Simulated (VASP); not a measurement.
# BN (rocksalt type) (Fm-3m) in VASP: notebook, part 2 of 2

VASP 6.6.1. Earlier steps stand in the parts before.

### Step 3. Single point, LDA (volume scaled by 0.94)

Input file INCAR:

```
PREC     = Accurate       # precision mode
ENCUT    = 520            # plane-wave cutoff, eV
EDIFF    = 1E-7           # SCF threshold, eV
ISMEAR   = -1             # smearing method
SIGMA    = 0.05           # smearing width, eV
LREAL    = F              # projectors in reciprocal space
LASPH    = T              # aspherical terms in the spheres
NELM     = 100            # most SCF steps
ALGO     = Normal         # electronic algorithm
ISIF     = 2              # what is computed and relaxed
LWAVE    = F              # write WAVECAR
LCHARG   = F              # write CHGCAR
NBANDS   = 11             # bands
```

Input file KPOINTS:

```
Automatic mesh
0
Gamma
  15 15 15
```

Input file POSCAR:

```
BN
1.0
    0.0000000000      1.6943945236      1.6943945236
    1.6943945236      0.0000000000      1.6943945236
    1.6943945236      1.6943945236      0.0000000000
B N
1 1
Direct
    0.0000000000      0.0000000000      0.0000000000
    0.5000000000      0.5000000000      0.5000000000
```

Potentials or basis: VASP PAW LDA potentials, release 64 (B, N).

Command:

```bash
$ cat potpaw_LDA.64/B/POTCAR potpaw_LDA.64/N/POTCAR > POTCAR
$ mpirun -np 1 vasp_std > vasp.out
```

OUTCAR:

```text
PREC = Accurate
   ENCUT = 520
   EDIFF = 1E-7
   ISMEAR = -1
   LREAL = F
   LASPH = T
   NELM = 100
   ISIF = 2

 ion  position               nearest neighbor table
   1  0.000  0.000  0.000-   2 1.69   2 1.69   2 1.69   2 1.69   2 1.69   2 1.69
   2  0.500  0.500  0.500-   1 1.69   1 1.69   1 1.69   1 1.69   1 1.69   1 1.69

  LATTYP: Found a face centered cubic cell.
 ALAT       =     3.3887890472

  Lattice vectors:

 A1 = (   0.0000000000,   1.6943945236,   1.6943945236)
 A2 = (   1.6943945236,   0.0000000000,   1.6943945236)
[... 512 lines left out ...]
      6      23.9598      0.00000
      7      24.4244      0.00000
      8      25.2230      0.00000
      9      26.6035      0.00000
     10      35.5959      0.00000
     11      35.8937      0.00000

 [... further k-points ...]
[... 5 lines left out ...]
  --------------------------------------------------------------------------------------
  -------------------------------------------------------------------------------------
  Total        1.8272581      1.8272581      1.8272581      0.0000000      0.0000000     -0.0000000
  in kB      300.9101707    300.9101707    300.9101707      0.0000000      0.0000000     -0.0000000
  external PRESSURE =     300.9101707 kB  Pullay stress =       0.0000000 kB

 VOLUME and BASIS-vectors are now :
 -----------------------------------------------------------------------------
  energy-cutoff  :      520.00
  volume of cell :        9.73
      direct lattice vectors                 reciprocal lattice vectors
     0.000000000  1.694394524  1.694394524    -0.295090661  0.295090661  0.295090661
     1.694394524  0.000000000  1.694394524     0.295090661 -0.295090661  0.295090661
     1.694394524  1.694394524  0.000000000     0.295090661  0.295090661 -0.295090661

 POSITION                                       TOTAL-FORCE (eV/Angst)
 -----------------------------------------------------------------------------------
      0.00000      0.00000      0.00000         0.000000     -0.000000      0.000000
      1.69439      1.69439      1.69439        -0.000000      0.000000     -0.000000
 -----------------------------------------------------------------------------------
    total drift:                               -0.000000     -0.000000     -0.000000

  FREE ENERGIE OF THE ION-ELECTRON SYSTEM (eV)
  ---------------------------------------------------
  free  energy   TOTEN  =       -15.9301837536 eV

  energy  without entropy=      -15.9301837536  energy(sigma->0) =      -15.93018375
```

OSZICAR:

```text
N       E                     dE             d eps       ncg     rms          rms(c)
DAV:   1     0.928576869711E+01    0.92858E+01   -0.52039E+03  2755   0.739E+02
DAV:   2    -0.164631736574E+02   -0.25749E+02   -0.24689E+02  3130   0.147E+02
DAV:   3    -0.168822790225E+02   -0.41911E+00   -0.41826E+00  3102   0.153E+01
DAV:   4    -0.168825749412E+02   -0.29592E-03   -0.29591E-03  2934   0.490E-01
DAV:   5    -0.168825750588E+02   -0.11763E-06   -0.11756E-06  3060   0.101E-02    0.648E+00
DAV:   6    -0.159513177364E+02    0.93126E+00   -0.43034E+00  2733   0.110E+01    0.249E+00
DAV:   7    -0.159365342802E+02    0.14783E-01   -0.59497E-02  3039   0.212E+00    0.159E+00
DAV:   8    -0.159303636896E+02    0.61706E-02   -0.40783E-03  2751   0.531E-01    0.224E-01
DAV:   9    -0.159301924216E+02    0.17127E-03   -0.37981E-04  2856   0.115E-01    0.735E-02
DAV:  10    -0.159301838607E+02    0.85609E-05   -0.22189E-05  2898   0.306E-02    0.123E-02
DAV:  11    -0.159301837597E+02    0.10102E-06   -0.28353E-07  2940   0.488E-03    0.137E-03
DAV:  12    -0.159301837536E+02    0.60430E-08   -0.10854E-08  1491   0.885E-04
   1 F= -.15930184E+02 E0= -.15930184E+02  d E =-.817821E-10
```

Wall time 18 s (1 thread of Intel Xeon 8259CL, shared host); peak memory 0.12 GiB.

Results:

```
Free energy            : -15.9302 eV
Pressure               : 30.1 GPa
Band gap on the k mesh : 2.12 eV, indirect (least direct gap 6.11 eV)
```

Caveat: the cell differs from its parent crystal (volume scaled by 0.94).

### Step 4. Single point, LDA

This run uses another cell than the first one, of 5.18 Å³/atom, 1.136 times its volume.

Input file INCAR:

```
PREC = Accurate ; ENCUT = 520
EDIFF = 1E-6 ; ISMEAR = -1
SIGMA = 0.05 ; LREAL = F
LASPH = T ; NELM = 100
ALGO = Normal ; ISIF = 2
LWAVE = F ; LCHARG = T
GGA = CA ; LELF = T
LVHAR = T ; NBANDS = 11
```

KPOINTS is that of step 3.

Input file POSCAR:

```
BN
1.0
    0.0000000000      1.7297045237      1.7297045237
    1.7297045237      0.0000000000      1.7297045237
    1.7297045237      1.7297045237      0.0000000000
B N
1 1
Direct
    0.0000000000      0.0000000000      0.0000000000
    0.5000000000      0.5000000000      0.5000000000
```

Command:

```bash
$ cat potpaw_LDA.64/B/POTCAR potpaw_LDA.64/N/POTCAR > POTCAR
$ mpirun -np 1 vasp_std > vasp.out
```

It took 17 s on 1 thread of Intel Xeon 8259CL, shared host; peak memory 0.12 GiB.

It converged, with:

| Property | Result |
| --- | --- |
| Free energy | -15.9886 eV |
| Pressure | 0.8 GPa |
| Band gap on the k mesh | 1.63 eV, indirect (least direct gap 5.89 eV) |

Levels at points of the mesh, in eV from the valence-band top:
| k point | band 2 | band 3 | band 4 | band 5 | band 6 | band 7 |
| --- | --- | --- | --- | --- | --- | --- |
| (0.00, 0.00, 0.00) | -0.93 | -0.93 | -0.93 | 10.07 | 12.16 | 12.16 |

A k mesh can miss the band edges. LDA gaps usually lie below the measured ones, often by a third to a half.

### Step 5. Overview

| cell | gap on the mesh (eV) | pressure (GPa) |
| --- | --- | --- |
| a = 2.344 Å, angles 60.0°, 2 atoms | 2.67 | 69.3 |
| a = 2.396 Å, angles 60.0°, 2 atoms | 2.12 | 30.1 |
| a = 2.446 Å, angles 60.0°, 2 atoms | 1.63 | 0.8 |

Alike in all rows: task single point; level LDA; potentials or basis VASP PAW LDA potentials, release 64 (B, N); no spin polarisation; k mesh 15 × 15 × 15; cutoff (eV) 520; smearing fermi-dirac 0.05 eV.

Absolute energies hang on the potentials; compare differences alone.
